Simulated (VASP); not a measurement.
# HfN (Fm-3m) in VASP: notebook

Runs on HfN. Level: LDA. Tasks: vibrations by perturbation theory.

Program: VASP 6.6.1. These are calculated values, not measurements. Logs are shortened: lines on timing, memory, paths and dates and some standing lists are left out, and cuts for length are marked.

## (1) The cell of the first run

Symmetry: Fm-3m, No. 225, cubic system. Conventional cell: a = 4.398 Å, b = 4.398 Å, c = 4.398 Å, α = 90.00°, β = 90.00°, γ = 90.00°. Hf (site symmetry m-3m) has 6 N at 2.20 Å within 2.9 Å. Within 2.9 Å of N (site symmetry m-3m) lie 6 Hf at 2.20 Å.

## (2) Vibrations by perturbation theory, LDA

INCAR reads:

```
ALGO = Normal
EDIFF = 1E-8
ENCUT = 520
IBRION = 8
ISIF = 2
ISMEAR = -1
LASPH = True
LCHARG = False
LREAL = False
LWAVE = False
NELM = 100
NSW = 1
PREC = Accurate
SIGMA = 0.15
```

KPOINTS reads:

```
k-points
0
Gamma
  16 16 16
```

POSCAR reads:

```
HfN
1.0
    0.0000000000      2.1988933559      2.1988933559
    2.1988933559      0.0000000000      2.1988933559
    2.1988933559      2.1988933559      0.0000000000
Hf N
1 1
Direct
    0.0000000000      0.0000000000      0.0000000000
    0.5000000000      0.5000000000      0.5000000000
```

Potentials or basis: VASP PAW LDA potentials, release 64 (Hf_pv, N).

Launch:

```sh
$ cat potpaw_LDA.64/Hf_pv/POTCAR potpaw_LDA.64/N/POTCAR > POTCAR
$ mpirun -np 1 vasp_std > vasp.out
```

OUTCAR:

```text
EDIFF = 1E-8
   ENCUT = 520
   IBRION = 8
   ISIF = 2
   ISMEAR = -1
   LASPH = True
   LREAL = False
   NELM = 100
   NSW = 1
   PREC = Accurate

 ion  position               nearest neighbor table
   1  0.000  0.000  0.000-   2 2.20   2 2.20   2 2.20   2 2.20   2 2.20   2 2.20
   2  0.500  0.500  0.500-   1 2.20   1 2.20   1 2.20   1 2.20   1 2.20   1 2.20

  LATTYP: Found a face centered cubic cell.
 ALAT       =     4.3977867118

  Lattice vectors:

 A1 = (   0.0000000000,   2.1988933559,   2.1988933559)
 A2 = (   2.1988933559,   0.0000000000,   2.1988933559)
 A3 = (   2.1988933559,   2.1988933559,   0.0000000000)

Analysis of symmetry for initial positions (statically):
=====================================================================
 Subroutine PRICEL returns:
 Original cell was already a primitive cell.

 Routine SETGRP: Setting up the symmetry group for a
 face centered cubic supercell.

 Subroutine GETGRP returns: Found 48 space group operations
 (whereof 48 operations were pure point group operations)
 out of a pool of 48 trial point group operations.

The static configuration has the point symmetry O_h .

Analysis of symmetry for dynamics (positions and initial velocities):
=====================================================================
 Subroutine PRICEL returns:
 Original cell was already a primitive cell.

 Routine SETGRP: Setting up the symmetry group for a
 face centered cubic supercell.

 Subroutine GETGRP returns: Found 48 space group operations
 (whereof 48 operations were pure point group operations)
 out of a pool of 48 trial point group operations.

The dynamic configuration has the point symmetry O_h .

 Subroutine INISYM returns: Found 48 space group operations
 (whereof 48 operations are pure point group operations),
 and found     1 'primitive' translations

----------------------------------------------------------------------------------------

                                     Primitive cell

  volume of cell :      21.2639

  direct lattice vectors                    reciprocal lattice vectors
     0.000000000  2.198893356  2.198893356    -0.227387108  0.227387108  0.227387108
     2.198893356  0.000000000  2.198893356     0.227387108 -0.227387108  0.227387108
     2.198893356  2.198893356  0.000000000     0.227387108  0.227387108 -0.227387108

  length of vectors
     3.109704806  3.109704806  3.109704806     0.393846023  0.393846023  0.393846023

  position of ions in fractional coordinates (direct lattice)
     0.000000000  0.000000000  0.000000000
     0.500000000  0.500000000  0.500000000

  ion indices of the primitive-cell ions
   primitive index   ion index
                 1           1
                 2           2

----------------------------------------------------------------------------------------

 KPOINTS: k-points

Automatic generation of k-mesh.
 Grid dimensions read from file:
 generate k-points for:   16   16   16

 Generating k-lattice:

  Cartesian coordinates                     Fractional coordinates (reciprocal lattice)
    -0.014211694  0.014211694  0.014211694     0.062500000  0.000000000  0.000000000
     0.014211694 -0.014211694  0.014211694     0.000000000  0.062500000  0.000000000
     0.014211694  0.014211694 -0.014211694     0.000000000  0.000000000  0.062500000

  Length of vectors
     0.024615376  0.024615376  0.024615376

  Shift w.r.t. Gamma in fractional coordinates (k-lattice)
     0.000000000  0.000000000  0.000000000

 Subroutine IBZKPT returns following result:
[... 80 lines left out ...]
 non-spin polarized calculation
  energy-cutoff  :      520.00
  volume of cell :       21.26
 maximum number of plane-waves:       588
   NGX = 11   NGY = 11   NGZ = 11

--------------------------------------- Ionic step        1  -------------------------------------------

 number of electron      15.0000003 magnetization

 Free energy of the ion-electron system (eV)
  ---------------------------------------------------
  ext. energy  EPLUGINS =         0.00000000
  ---------------------------------------------------
  free energy    TOTEN  =       -23.84835213 eV

  energy without entropy =      -23.80881947  energy(sigma->0) =      -23.82858580

 E-fermi :   8.9469     XC(G=0): -13.4013

 val. band max:        8.9395294637   @ k =  -0.1250   0.0625   0.0000
 cond. band min:       8.9545641182   @ k =   0.3750   0.1250   0.0000
 fundamental gap:      0.0150346545
 Fermi energy:         8.9468797522

 k-point     1 :       0.0000    0.0000    0.0000
  band No.  band energies     occupation
      1     -21.6684      2.00000
      2     -21.6684      2.00000
      3     -21.6684      2.00000
      4      -8.7594      2.00000
      5       5.9095      2.00000
      6       5.9095      2.00000
      7       5.9095      2.00000
      8       8.5048      1.90024
      9       8.5048      1.90024
     10       8.5048      1.90024
     11      11.0576      0.00000
[... 309 lines left out ...]
 k-point    24 :      -0.0625    0.0625    0.0000
  band No.  band energies     occupation
      1     -21.8045      2.00000
      2     -21.7014      2.00000
      3     -21.6702      2.00000
      4      -8.4707      2.00000
      5       4.8393      2.00000
      6       5.1435      2.00000
      7       5.5106      2.00000
      8       8.6951      1.68542
      9       8.7100      1.65811
     10       9.2039      0.30548
     11      11.3954      0.00000

 [... further k-points ...]

------------------------ aborting loop because EDIFF is reached ----------------------------------------

  FORCE on cell =-STRESS in cart. coord.  units (eV):
  Direction    XX          YY          ZZ          XY          YZ          ZX
  --------------------------------------------------------------------------------------
  -------------------------------------------------------------------------------------
  Total        1.9778396      1.9778396      1.9778396      0.0000000      0.0000000      0.0000000
  in kB      149.0250112    149.0250112    149.0250112      0.0000000      0.0000000      0.0000000
  external PRESSURE =     149.0250112 kB  Pullay stress =       0.0000000 kB

 VOLUME and BASIS-vectors are now :
 -----------------------------------------------------------------------------
  energy-cutoff  :      520.00
  volume of cell :       21.26
      direct lattice vectors                 reciprocal lattice vectors
     0.000000000  2.198893356  2.198893356    -0.227387108  0.227387108  0.227387108
     2.198893356  0.000000000  2.198893356     0.227387108 -0.227387108  0.227387108
     2.198893356  2.198893356  0.000000000     0.227387108  0.227387108 -0.227387108

 POSITION                                       TOTAL-FORCE (eV/Angst)
 -----------------------------------------------------------------------------------
      0.00000      0.00000      0.00000         0.000000      0.000000      0.000000
      2.19889      2.19889      2.19889        -0.000000     -0.000000     -0.000000
 -----------------------------------------------------------------------------------
    total drift:                                0.000000     -0.000000     -0.000000

  FREE ENERGIE OF THE ION-ELECTRON SYSTEM (eV)
  ---------------------------------------------------
  free  energy   TOTEN  =       -23.8483521329 eV

  energy  without entropy=      -23.8088194729  energy(sigma->0) =      -23.82858580

[... ionic steps 2 to 3 ...]

--------------------------------------- Ionic step        4  -------------------------------------------

------------------------ aborting loop because EDIFF is reached ----------------------------------------

[... ionic steps 5 to 6 ...]

--------------------------------------- Ionic step        7  -------------------------------------------

 Free energy of the ion-electron system (eV)
  ---------------------------------------------------
  ---------------------------------------------------
  free energy    TOTEN  =        -0.23087700 eV

  energy without entropy =       -0.23087700

------------------------ aborting loop because EDIFF is reached ----------------------------------------

 INTERNAL STRAIN TENSOR  FOR ION    2  DIRECTION 1   (eV/Angst):
 -----------------------------------------------------------------------------
     0.02488  0.00000  0.00000
    -0.00000 -0.01560 -0.00000
    -0.00000 -0.00000 -0.01560

 INTERNAL STRAIN TENSOR FOR ION    2 for displacements in x,y,z  (eV/Angst):
          X           Y           Z          XY          YZ          ZX
  --------------------------------------------------------------------------------
  x     0.00000     0.00000     0.00000     0.00000     0.00000     0.00000
  y     0.00000     0.00000     0.00000     0.00000     0.00000     0.00000
  z     0.00000     0.00000     0.00000     0.00000     0.00000     0.00000

 SECOND DERIVATIVES (NOT SYMMETRIZED)
 ------------------------------------
               1X          1Y          1Z          2X          2Y          2Z
  1X   -15.340541    0.000000    0.000000   15.340541    0.000000    0.000000
  1Y     0.000000  -15.340541    0.000000    0.000000   15.340541    0.000000
  1Z     0.000000    0.000000  -15.340541    0.000000    0.000000   15.340541
  2X    15.342379    0.000000    0.000000  -15.342379    0.000000    0.000000
  2Y     0.000000   15.342379    0.000000    0.000000  -15.342379    0.000000
  2Z     0.000000    0.000000   15.342379    0.000000    0.000000  -15.342379

 Eigenvectors and eigenvalues of the dynamical matrix
 ----------------------------------------------------

   1 f  =   16.994717 THz   106.780954 2PiTHz  566.882727 cm-1    70.284469 meV
             X         Y         Z           dx          dy          dz
      0.000000  0.000000  0.000000     0.000000    0.269681    0.000000
      2.198893  2.198893  2.198893     0.000000   -0.962950    0.000000
[... 21 lines left out ...]
   6 f/i=    0.000264 THz     0.001661 2PiTHz    0.008816 cm-1     0.001093 meV
             X         Y         Z           dx          dy          dz
      0.000000  0.000000  0.000000     0.000000    0.000000    0.962950
      2.198893  2.198893  2.198893     0.000000    0.000000    0.269681

--------------------------------------------------------------------------------------------------------

 ELASTIC MODULI CONTR FROM IONIC RELAXATION (kBar)
 Direction    XX          YY          ZZ          XY          YZ          ZX
 --------------------------------------------------------------------------------
 XX           0.0000      0.0000      0.0000      0.0000      0.0000      0.0000
 YY           0.0000      0.0000      0.0000      0.0000      0.0000      0.0000
 ZZ           0.0000      0.0000      0.0000      0.0000      0.0000      0.0000
 XY           0.0000      0.0000      0.0000      0.0000      0.0000      0.0000
 YZ           0.0000      0.0000      0.0000      0.0000      0.0000      0.0000
 ZX           0.0000      0.0000      0.0000      0.0000      0.0000      0.0000
 --------------------------------------------------------------------------------
```

Wall time 3 min (1 thread of Intel Xeon Platinum 8488C (Sapphire Rapids), shared host); peak memory 0.34 GiB.

What came out:

| Property | Result |
| --- | --- |
| Highest phonon frequency at Γ | 567 cm⁻¹ |

Phonon frequencies in cm⁻¹ (negative: imaginary):
| q point | frequencies |
| --- | --- |
| (0.000, 0.000, 0.000) | 0 0 0 567 567 567 |

Caveat: the cell stands under pressure or tension, which shifts response properties; spin-orbit coupling is left out, which moves the levels of the heavy elements.

## (3) Vibrations by perturbation theory, LDA

This run uses another cell than the first one, of 11.01 Å³/atom.

INCAR reads:

```
SYSTEM = HfN
PREC = Accurate ; ENCUT = 520
EDIFF = 1E-8 ; ISMEAR = -1
SIGMA = 0.15 ; LREAL = .False.
LASPH = .True. ; NELM = 60
ALGO = Normal ; ISIF = 2
LWAVE = .False. ; LCHARG = .True.
IBRION = 8 ; NSW = 1
```

KPOINTS reads:

```
regular mesh
0
Gamma
  16 16 16
  0 0 0
```

POSCAR reads:

```
HfN
1.0
    0.0000000000      2.2247642696      2.2247642696
    2.2247642696      0.0000000000      2.2247642696
    2.2247642696      2.2247642696      0.0000000000
Hf N
1 1
Direct
    0.0000000000      0.0000000000      0.0000000000
    0.5000000000      0.5000000000      0.5000000000
```

Potentials or basis: VASP PAW LDA potentials, release 64 (Hf_pv, N).

Launch:

```sh
$ cat potpaw_LDA.64/Hf_pv/POTCAR potpaw_LDA.64/N/POTCAR > POTCAR
$ mpirun -np 1 vasp_std > vasp.out
```

OUTCAR:

```text
SYSTEM = HfN
   PREC = Accurate
   ENCUT = 520
   EDIFF = 1E-8
   ISMEAR = -1
   LREAL = .False.
   LASPH = .True.
   NELM = 60
   ISIF = 2
   IBRION = 8
   NSW = 1

 ion  position               nearest neighbor table
   1  0.000  0.000  0.000-   2 2.22   2 2.22   2 2.22   2 2.22   2 2.22   2 2.22
   2  0.500  0.500  0.500-   1 2.22   1 2.22   1 2.22   1 2.22   1 2.22   1 2.22

  LATTYP: Found a face centered cubic cell.
 ALAT       =     4.4495285392

  Lattice vectors:

 A1 = (   0.0000000000,   2.2247642696,   2.2247642696)
 A2 = (   2.2247642696,   0.0000000000,   2.2247642696)
 A3 = (   2.2247642696,   2.2247642696,   0.0000000000)

Analysis of symmetry for initial positions (statically):
=====================================================================
 Subroutine PRICEL returns:
 Original cell was already a primitive cell.

 Routine SETGRP: Setting up the symmetry group for a
 face centered cubic supercell.
[... 563 lines left out ...]

 INTERNAL STRAIN TENSOR  FOR ION    2  DIRECTION 1   (eV/Angst):
 -----------------------------------------------------------------------------
     0.02559 -0.00000  0.00000
     0.00000 -0.01550 -0.00000
    -0.00000 -0.00000 -0.01550

 INTERNAL STRAIN TENSOR FOR ION    2 for displacements in x,y,z  (eV/Angst):
          X           Y           Z          XY          YZ          ZX
  --------------------------------------------------------------------------------
  x     0.00000     0.00000     0.00000     0.00000     0.00000     0.00000
  y     0.00000     0.00000     0.00000     0.00000     0.00000     0.00000
  z     0.00000     0.00000     0.00000     0.00000     0.00000     0.00000

 SECOND DERIVATIVES (NOT SYMMETRIZED)
 ------------------------------------
               1X          1Y          1Z          2X          2Y          2Z
  1X   -13.454647    0.000000    0.000000   13.454647    0.000000    0.000000
  1Y     0.000000  -13.454647    0.000000    0.000000   13.454647    0.000000
  1Z     0.000000    0.000000  -13.454647    0.000000    0.000000   13.454647
  2X    13.463789    0.000000    0.000000  -13.463789    0.000000    0.000000
  2Y     0.000000   13.463789    0.000000    0.000000  -13.463789    0.000000
  2Z     0.000000    0.000000   13.463789    0.000000    0.000000  -13.463789

 Eigenvectors and eigenvalues of the dynamical matrix
 ----------------------------------------------------

   1 f  =   15.919976 THz   100.028157 2PiTHz  531.033225 cm-1    65.839699 meV
             X         Y         Z           dx          dy          dz
      0.000000  0.000000  0.000000     0.268001    0.029421    0.000000
      2.224764  2.224764  2.224764    -0.957219   -0.105084   -0.000000
[... 21 lines left out ...]
   6 f/i=    0.001404 THz     0.008820 2PiTHz    0.046825 cm-1     0.005806 meV
             X         Y         Z           dx          dy          dz
      0.000000  0.000000  0.000000     0.015285    0.950721   -0.152332
      2.224764  2.224764  2.224764     0.004279    0.266182   -0.042650

--------------------------------------------------------------------------------------------------------

 ELASTIC MODULI CONTR FROM IONIC RELAXATION (kBar)
 Direction    XX          YY          ZZ          XY          YZ          ZX
 --------------------------------------------------------------------------------
 XX           0.0000      0.0000      0.0000      0.0000      0.0000      0.0000
 YY           0.0000      0.0000      0.0000      0.0000      0.0000      0.0000
 ZZ           0.0000      0.0000      0.0000      0.0000      0.0000      0.0000
 XY           0.0000      0.0000      0.0000      0.0000      0.0000      0.0000
 YZ           0.0000      0.0000      0.0000      0.0000      0.0000      0.0000
 ZX           0.0000      0.0000      0.0000      0.0000      0.0000      0.0000
 --------------------------------------------------------------------------------
```

stdout:

```text
POSCAR found type information on POSCAR HfN
 POSCAR found :  2 types and       2 ions
 scaLAPACK will be used
 LDA part: xc-table for (Slater(with rela. corr.)+CA(PZ))
 , standard interpolation
 POSCAR, INCAR and KPOINTS ok, starting setup
 FFT: planning ... GRIDC
 FFT: planning ... GRID_SOFT
 FFT: planning ... GRID
 WAVECAR not read
 entering main loop
 Linear response reoptimize wavefunctions to high precision
 Linear response DOF=           2
 Linear response progress:
 first order change of Fermi-energy   0.11458E-03
 force on displaced ion       1 direction 1 : -13.455   0.000   0.000
 Linear response progress:
 first order change of Fermi-energy   0.51517E-04
 force on displaced ion       2 direction 1 : -13.464   0.000   0.000
 Linear response finished
```

It took 6.8 min on 1 thread of AMD EPYC 7R43 (Zen 3), shared host; peak memory 0.3 GiB.

Results:

* Highest phonon frequency at Γ: 531 cm⁻¹

Phonon frequencies in cm⁻¹ (negative: imaginary):
| q point | frequencies |
| --- | --- |
| (0.000, 0.000, 0.000) | 0 0 0 531 531 531 |

Caveat: the cell stands under pressure or tension, which shifts response properties; spin-orbit coupling is left out, which moves the levels of the heavy elements.

(Continued in part 2 of 2.)
